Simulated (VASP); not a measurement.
Write the native input for VASP 6.6.1 that does the following.

```yaml
Task: single point
Functional: PBEsol
Potentials_or_basis: VASP PAW PBE potentials, release 64 (Mg, O)
Cutoff: 520 eV
k_mesh: 9 × 9 × 6
Occupations: gaussian, width 0.05 eV
Spin: no spin polarisation
Dipole_correction: no
Further_INCAR_settings: ALGO = Normal; EDIFF = 1e-06; NBANDS = 16
```

The structure of MgO lies in POSCAR:

```
MgO
1.0
    3.3200000000      0.0000000000      0.0000000000
   -1.6600000000      2.8752043406      0.0000000000
    0.0000000000      0.0000000000      4.2646000000
Mg O
2 2
Direct
    0.6666666667      0.3333333333      0.7500000000
    0.3333333333      0.6666666667      0.2500000000
    0.6666666667      0.3333333333      0.2500000000
    0.3333333333      0.6666666667      0.7500000000
```

The input as run:

INCAR

```
PREC     = Accurate       # precision mode
ENCUT    = 520            # plane-wave cutoff, eV
EDIFF    = 1E-6           # SCF threshold, eV
ISMEAR   = 0              # smearing method
SIGMA    = 0.05           # smearing width, eV
LREAL    = False          # projectors in reciprocal space
LASPH    = True           # aspherical terms in the spheres
NELM     = 100            # most SCF steps
ALGO     = Normal         # electronic algorithm
ISIF     = 2              # what is computed and relaxed
LWAVE    = False          # write WAVECAR
LCHARG   = False          # write CHGCAR
GGA      = PS             # functional
NBANDS   = 16             # bands
```

KPOINTS

```
regular mesh
0
Gamma
  9 9 6
```

Potentials or basis: VASP PAW PBE potentials, release 64 (Mg, O).

Command:

```console
$ cat potpaw_PBE.64/Mg/POTCAR potpaw_PBE.64/O/POTCAR > POTCAR
$ mpirun -np 1 vasp_std > vasp.out
```

Results of the run:

| Quantity | Value |
| --- | --- |
| Pressure | 14.1 GPa |
| Band gap on the k mesh | 3.66 eV, direct |

Caveat: the PAW data sets were made with another functional, which shifts forces and pressure a little.

Wall time 22 s on 1 thread of AMD EPYC 7R43 64-Core Processor (Zen 3) (shared host), peak memory 0.15 GiB.
